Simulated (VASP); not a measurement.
# GaN (F-43m) in VASP: further runs

GaN is run at these levels: PBE; tasks: single point, relaxation of cell and atoms.

Program: VASP 6.6.1. These are calculated values, not measurements. Logs are shortened: lines on timing, memory, paths and dates and some standing lists are left out, and cuts for length are marked.

## Step 1: The cell of the first run

Symmetry: F-43m, No. 216, cubic system. Conventional cell: a = 4.540 Å, b = 4.540 Å, c = 4.540 Å, α = 90.00°, β = 90.00°, γ = 90.00°. Within 2.6 Å of Ga (site symmetry -43m) lie 4 N at 1.97 Å. Within 2.6 Å of N (site symmetry -43m) lie 4 Ga at 1.97 Å.

## Step 2: Single point, PBE

Input file INCAR:

```
PREC = Accurate
ENCUT = 520
EDIFF = 1E-6
ISMEAR = 0
SIGMA = 0.01
LREAL = F
LASPH = T
NELM = 60
ALGO = Normal
ISIF = 2
LWAVE = F
LCHARG = F
GGA = PE
NBANDS = 16
```

Input file KPOINTS:

```
Automatic mesh
0
Gamma
  10 10 10
```

Input file POSCAR:

```
GaN
1.0
    0.0000000000      2.2699122504      2.2699122504
    2.2699122504      0.0000000000      2.2699122504
    2.2699122504      2.2699122504      0.0000000000
Ga N
1 1
Direct
    0.0000000000      0.0000000000      0.0000000000
    0.7500000000      0.7500000000      0.7500000000
```

Potentials or basis: VASP PAW PBE potentials, release 64 (Ga_d, N).

On the command line:

```console
$ cat potpaw_PBE.64/Ga_d/POTCAR potpaw_PBE.64/N/POTCAR > POTCAR
$ mpirun -np 1 vasp_std > vasp.out
```

OUTCAR:

```text
PREC = Accurate
   ENCUT = 520
   EDIFF = 1E-6
   ISMEAR = 0
   LREAL = F
   LASPH = T
   NELM = 60
   ISIF = 2
   GGA = PE

 ion  position               nearest neighbor table
   1  0.000  0.000  0.000-   2 1.97   2 1.97   2 1.97   2 1.97
   2  0.750  0.750  0.750-   1 1.97   1 1.97   1 1.97   1 1.97

  LATTYP: Found a face centered cubic cell.
 ALAT       =     4.5398245008

  Lattice vectors:

 A1 = (   0.0000000000,   2.2699122504,   2.2699122504)
 A2 = (   2.2699122504,   0.0000000000,   2.2699122504)
 A3 = (   2.2699122504,   2.2699122504,   0.0000000000)

Analysis of symmetry for initial positions (statically):
=====================================================================
 Subroutine PRICEL returns:
 Original cell was already a primitive cell.

 Routine SETGRP: Setting up the symmetry group for a
 face centered cubic supercell.

 Subroutine GETGRP returns: Found 24 space group operations
 (whereof 24 operations were pure point group operations)
 out of a pool of 48 trial point group operations.

The static configuration has the point symmetry T_d .

Analysis of symmetry for dynamics (positions and initial velocities):
=====================================================================
 Subroutine PRICEL returns:
 Original cell was already a primitive cell.

 Routine SETGRP: Setting up the symmetry group for a
 face centered cubic supercell.

 Subroutine GETGRP returns: Found 24 space group operations
 (whereof 24 operations were pure point group operations)
 out of a pool of 48 trial point group operations.

The dynamic configuration has the point symmetry T_d .

 Subroutine INISYM returns: Found 24 space group operations
 (whereof 24 operations are pure point group operations),
 and found     1 'primitive' translations

----------------------------------------------------------------------------------------

                                     Primitive cell

  volume of cell :      23.3915

  direct lattice vectors                    reciprocal lattice vectors
     0.000000000  2.269912250  2.269912250    -0.220272832  0.220272832  0.220272832
     2.269912250  0.000000000  2.269912250     0.220272832 -0.220272832  0.220272832
     2.269912250  2.269912250  0.000000000     0.220272832  0.220272832 -0.220272832

  length of vectors
[... 74 lines left out ...]
   ISTART =      0    job   : 0-new  1-cont  2-samecut
   ICHARG =      2    charge: 1-file 2-atom 10-const
   ISPIN  =      1    spin polarized calculation?
   LNONCOLLINEAR =      F non collinear calculations
   LSORBIT =      F    spin-orbit coupling
   LASPH  =      T    aspherical Exc in radial PAW
   ENCUT  =  520.0 eV  38.22 Ry    6.18 a.u.   5.97  5.97  5.97*2*pi/ulx,y,z
   NELM   =     60;   NELMIN=  2; NELMDL= -5     # of ELM steps
   EDIFF  = 0.1E-05   stopping-criterion for ELM
   LREAL  =      F    real-space projection
   EDIFFG = 0.1E-04   stopping-criterion for IOM
   NSW    =      0    number of steps for IOM
   IBRION =     -1    ionic relax: 0-MD 1-quasi-New 2-CG
   NFREE  =      0    steps in history (QN), initial steepest desc. (CG)
   ISIF   =      2    stress and relaxation
   ISYM   =      2    0-nonsym 1-usesym 2-fastsym
   POTIM  = 0.5000    time-step for ionic-motion
   TEBEG  =    0.0;   TEEND  =   0.0 temperature during run
   PSTRESS=    0.0 pullay stress
   NELECT =      18.0000    total number of electrons
   NUPDOWN=      -1.0000    fix difference up-down
   EMIN   =  10.00;   EMAX   =-10.00  energy-range for DOS
   EFERMI =   0.00;   METHOD = LEGACY
   ISMEAR =     0;   SIGMA  =   0.01  broadening in eV -4-tet -1-fermi 0-gaus
   EFERMI_NEDOS =   21; number of points for ismear=-14 and -15
   IALGO  =     38    algorithm
   IMIX   =      4    mixing-type and parameters
     AMIX     =   0.40;   BMIX     =  1.00
     AMIX_MAG =   1.60;   BMIX_MAG =  1.00
  volume/ion in A,a.u.               =      11.70        78.93
  Fermi-wavevector in a.u.,A,eV,Ry     =   1.500191  2.834950 30.620911  2.250573
  Thomas-Fermi vector in A             =   2.611723
   LORBIT       =      0    0 simple, 1 ext, 2 COOP (PROOUT), +10 PAW based schemes
   GGA     = PE    functional components
   LHFCALC =     F    Hartree Fock is set to
   AEXX    =    0.0000 exact exchange contribution
   IVDW    =     0    specifies the selected vdW correction
   LEPSILON=     F    determine dielectric tensor
   LRPA    =     F    only Hartree local field effects (RPA)
 non-spin polarized calculation
 Gauss-broadening in eV      SIGMA  =   0.01
  energy-cutoff  :      520.00
  volume of cell :       23.39
 maximum number of plane-waves:       640
   NGX = 11   NGY = 11   NGZ = 11

 number of electron      17.9999988 magnetization

 Free energy of the ion-electron system (eV)
  ---------------------------------------------------
  ext. energy  EPLUGINS =         0.00000000
  ---------------------------------------------------
  free energy    TOTEN  =       -12.15300625 eV

  energy without entropy =      -12.15300625  energy(sigma->0) =      -12.15300625

 E-fermi :   5.1293     XC(G=0): -11.5510

 val. band max:        5.0473112068   @ k =   0.0000   0.0000   0.0000
 cond. band min:       6.6312084026   @ k =   0.0000   0.0000   0.0000
 fundamental gap:      1.5838971958
 Fermi energy:         5.1292550559

 k-point     1 :       0.0000    0.0000    0.0000
  band No.  band energies     occupation
      1     -10.7026      2.00000
      2      -8.3787      2.00000
      3      -8.3787      2.00000
      4      -8.3787      2.00000
      5      -8.0804      2.00000
      6      -8.0804      2.00000
[... 433 lines left out ...]
      3      -8.1687      2.00000
      4      -8.1685      2.00000
      5      -8.0236      2.00000
      6      -7.1307      2.00000
[... 8 lines left out ...]
     15      27.0009      0.00000
     16      27.2388      0.00000

 [... further k-points ...]
[... 5 lines left out ...]
  --------------------------------------------------------------------------------------
  -------------------------------------------------------------------------------------
  Total        0.1598326      0.1598326      0.1598326      0.0000000      0.0000000      0.0000000
  in kB       10.9475979     10.9475979     10.9475979      0.0000000      0.0000000      0.0000000
  external PRESSURE =      10.9475979 kB  Pullay stress =       0.0000000 kB

 VOLUME and BASIS-vectors are now :
 -----------------------------------------------------------------------------
  energy-cutoff  :      520.00
  volume of cell :       23.39
      direct lattice vectors                 reciprocal lattice vectors
     0.000000000  2.269912250  2.269912250    -0.220272832  0.220272832  0.220272832
     2.269912250  0.000000000  2.269912250     0.220272832 -0.220272832  0.220272832
     2.269912250  2.269912250  0.000000000     0.220272832  0.220272832 -0.220272832

 POSITION                                       TOTAL-FORCE (eV/Angst)
 -----------------------------------------------------------------------------------
      0.00000      0.00000      0.00000         0.000000      0.000000     -0.000000
      3.40487      3.40487      3.40487        -0.000000     -0.000000      0.000000
 -----------------------------------------------------------------------------------
    total drift:                               -0.000002     -0.000002     -0.000001

  FREE ENERGIE OF THE ION-ELECTRON SYSTEM (eV)
  ---------------------------------------------------
  free  energy   TOTEN  =       -12.1530062451 eV

  energy  without entropy=      -12.1530062451  energy(sigma->0) =      -12.15300625
```

OSZICAR:

```text
N       E                     dE             d eps       ncg     rms          rms(c)
DAV:   1     0.795449188471E+02    0.79545E+02   -0.95172E+03  1720   0.202E+03
DAV:   2    -0.846300643363E+01   -0.88008E+02   -0.81453E+02  1752   0.325E+02
DAV:   3    -0.140545703329E+02   -0.55916E+01   -0.55713E+01  1712   0.696E+01
DAV:   4    -0.141184895804E+02   -0.63919E-01   -0.63910E-01  1960   0.796E+00
DAV:   5    -0.141193897748E+02   -0.90019E-03   -0.90019E-03  1712   0.848E-01    0.764E+00
DAV:   6    -0.121545837090E+02    0.19648E+01   -0.49374E+00  2264   0.390E+01    0.268E+00
DAV:   7    -0.121607829997E+02   -0.61993E-02   -0.30938E-01  1624   0.666E+00    0.176E+00
DAV:   8    -0.121571748398E+02    0.36082E-02   -0.62358E-02  1712   0.321E+00    0.831E-01
DAV:   9    -0.121526981028E+02    0.44767E-02   -0.14136E-02  2272   0.262E+00    0.217E-01
DAV:  10    -0.121530993080E+02   -0.40121E-03   -0.14490E-03  1680   0.499E-01    0.112E-01
DAV:  11    -0.121530012881E+02    0.98020E-04   -0.27228E-04  2224   0.260E-01    0.747E-03
DAV:  12    -0.121530064725E+02   -0.51844E-05   -0.30476E-05  1672   0.507E-02    0.891E-03
DAV:  13    -0.121530062451E+02    0.22737E-06   -0.58137E-07  1344   0.129E-02
   1 F= -.12153006E+02 E0= -.12153006E+02  d E =-.116521E-33
```

Run time: 5.9 s. Hardware: 1 thread of Intel Xeon 6975P-C (Granite Rapids), shared host; peak memory 0.14 GiB.

Results:

```
Free energy            : -12.1530 eV
Pressure               : 1.1 GPa
Band gap on the k mesh : 1.58 eV, direct
```

## Step 3: Relaxation of cell and atoms, PBE, target pressure 1 GPa, at which the enthalpy is minimised

This run uses another cell than the first one, of 11.76 Å³/atom, 1.006 times its volume.

Input file INCAR:

```
SYSTEM = GaN
  PREC = Accurate
  ENCUT = 600
  EDIFF = 1E-6
  ISMEAR = 0
  SIGMA = 0.01
  LREAL = .FALSE.
  LASPH = .TRUE.
  NELM = 100
  ALGO = Normal
  ISIF = 3
  LWAVE = .FALSE.
  LCHARG = .FALSE.
  GGA = PE
  IBRION = 2
  NSW = 80
  EDIFFG = -0.001
  PSTRESS = 10.0
```

Input file KPOINTS:

```
Automatic mesh
0
G
  10 10 10
  0 0 0
```

Input file POSCAR:

```
GaN
1.0
    0.0000000000      2.2742384991      2.2742384991
    2.2742384991      0.0000000000      2.2742384991
    2.2742384991      2.2742384991      0.0000000000
Ga N
1 1
Direct
    0.0000000000      0.0000000000      0.0000000000
    0.7500000000      0.7500000000      0.7500000000
```

Potentials or basis: VASP PAW PBE potentials, release 64 (Ga_d, N).

On the command line:

```console
$ cat potpaw_PBE.64/Ga_d/POTCAR potpaw_PBE.64/N/POTCAR > POTCAR
$ mpirun -np 1 vasp_std > vasp.out
```

OUTCAR:

```text
SYSTEM = GaN
   PREC = Accurate
   ENCUT = 600
   EDIFF = 1E-6
   ISMEAR = 0
   LREAL = .FALSE.
   LASPH = .TRUE.
   NELM = 100
   ISIF = 3
   GGA = PE
   IBRION = 2
   NSW = 80
   EDIFFG = -0.001
   PSTRESS = 10.0

 ion  position               nearest neighbor table
   1  0.000  0.000  0.000-   2 1.97   2 1.97   2 1.97   2 1.97
   2  0.750  0.750  0.750-   1 1.97   1 1.97   1 1.97   1 1.97

  LATTYP: Found a face centered cubic cell.
 ALAT       =     4.5484769982

  Lattice vectors:

 A1 = (   0.0000000000,   2.2742384991,   2.2742384991)
 A2 = (   2.2742384991,   0.0000000000,   2.2742384991)
 A3 = (   2.2742384991,   2.2742384991,   0.0000000000)

Analysis of symmetry for initial positions (statically):
=====================================================================
 Subroutine PRICEL returns:
 Original cell was already a primitive cell.

 Routine SETGRP: Setting up the symmetry group for a
[... 376 lines left out ...]
 fundamental gap:      1.5876082328
 Fermi energy:         5.1395509341

 k-point     1 :       0.0000    0.0000    0.0000
  band No.  band energies     occupation
      1     -10.7022      2.00000
      2      -8.3723      2.00000
      3      -8.3723      2.00000
      4      -8.3723      2.00000
      5      -8.0735      2.00000
      6      -8.0735      2.00000
      7       5.0533      2.00000
      8       5.0533      2.00000
      9       5.0533      2.00000
     10       6.6409      0.00000
     11      15.2222      0.00000
     12      15.2222      0.00000
     13      15.2222      0.00000
[... 354 lines left out ...]
  band No.  band energies     occupation
      1      -9.8023      2.00000
      2      -8.2471      2.00000
      3      -8.1620      2.00000
      4      -8.1618      2.00000
      5      -8.0165      2.00000
      6      -7.1251      2.00000
      7       0.0799      2.00000
      8       2.6463      2.00000
      9       2.9623      2.00000
     10       9.4785      0.00000
     11      12.0448      0.00000
     12      15.7566      0.00000
     13      17.7246      0.00000

 [... further k-points ...]
[... 5 lines left out ...]
  --------------------------------------------------------------------------------------
  -------------------------------------------------------------------------------------
  Total        0.1440268      0.1440268      0.1440268      0.0000000     -0.0000000     -0.0000000
  in kB        9.8705389      9.8705389      9.8705389      0.0000000     -0.0000000     -0.0000000
  external PRESSURE =      -0.1294611 kB  Pullay stress =      10.0000000 kB
[... 21 lines left out ...]
  energy  without entropy=      -12.1546172711  energy(sigma->0) =      -12.15461727

  enthalpy is  TOTEN    =       -12.0087014548 eV   P V=        0.1459158163

 reached required accuracy - stopping structural energy minimisation
```

Wall time 43 s (1 thread of Intel Xeon 6975P-C (Granite Rapids), shared host); peak memory 0.17 GiB.

What came out:

```yaml
Free_energy: -12.1546 eV
Relaxed_volume: 11.69 Å³/atom
Relaxed_cell: a = 3.210 Å, b = 3.210 Å, c = 3.210 Å, α = 60.00°, β = 60.00°, γ = 60.00°
Space_group_after_relaxing_to_0.05_Å: F-43m (No. 216)
Energy_change_on_relaxing_the_enthalpy_is_what_falls: +0.2 meV/atom
Ionic_steps: 16
Pressure_after_relaxing: 1.0 GPa
Band_gap_on_the_k_mesh: 1.59 eV, direct
```

The path:
| step | energy change (eV) | largest force (eV/Å) | pressure (GPa) | volume (Å³) |
| --- | --- | --- | --- | --- |
| 1 | 0.0000 | 0.0000 | -0.06 | 23.53 |
| 2 | 0.0015 | 0.0000 | 2.10 | 23.26 |
| 3 | 0.0004 | 0.0000 | 0.93 | 23.38 |
| 4 | 0.0005 | 0.0000 | 1.12 | 23.37 |
| 5 | 0.0005 | 0.0000 | 0.94 | 23.37 |
| 6 | 0.0005 | 0.0000 | 1.04 | 23.37 |
| 7 | 0.0005 | 0.0000 | 1.08 | 23.37 |
| 8 | 0.0005 | 0.0000 | 1.06 | 23.37 |
| 9 | 0.0005 | 0.0000 | 1.06 | 23.37 |
| 10 | 0.0005 | 0.0000 | 1.06 | 23.37 |
| 11 | 0.0005 | 0.0000 | 1.06 | 23.37 |
| 12 | 0.0005 | 0.0000 | 1.06 | 23.38 |
| 13 | 0.0004 | 0.0000 | 1.07 | 23.38 |
| 14 | 0.0004 | 0.0000 | 0.98 | 23.38 |
| 15 | 0.0004 | 0.0000 | 0.98 | 23.38 |
| 16 | 0.0004 | 0.0000 | 0.99 | 23.38 |

Final structure:
```
CELL_PARAMETERS angstrom
0.00000 2.26949 2.26949
2.26949 0.00000 2.26949
2.26949 2.26949 0.00000
ATOMIC_POSITIONS crystal
Ga 0.00000 0.00000 0.00000
N 0.75000 0.75000 0.75000
```

Levels at points of the mesh, in eV from the valence-band top:
| k point | band 7 | band 8 | band 9 | band 10 | band 11 | band 12 |
| --- | --- | --- | --- | --- | --- | --- |
| (0.00, 0.00, 0.00) | 0.00 | 0.00 | 0.00 | 1.59 | 10.17 | 10.17 |
| (0.50, 0.00, 0.00) | -6.90 | -0.94 | -0.94 | 4.49 | 8.62 | 10.26 |
| (0.50, 0.50, 0.00) | -6.04 | -2.63 | -2.63 | 3.35 | 6.53 | 11.56 |

Caveat: the cell is relaxed towards a set pressure, so the enthalpy falls and the energy may rise. Expect the measured gap to be larger: semilocal functionals such as PBE lack the derivative discontinuity.
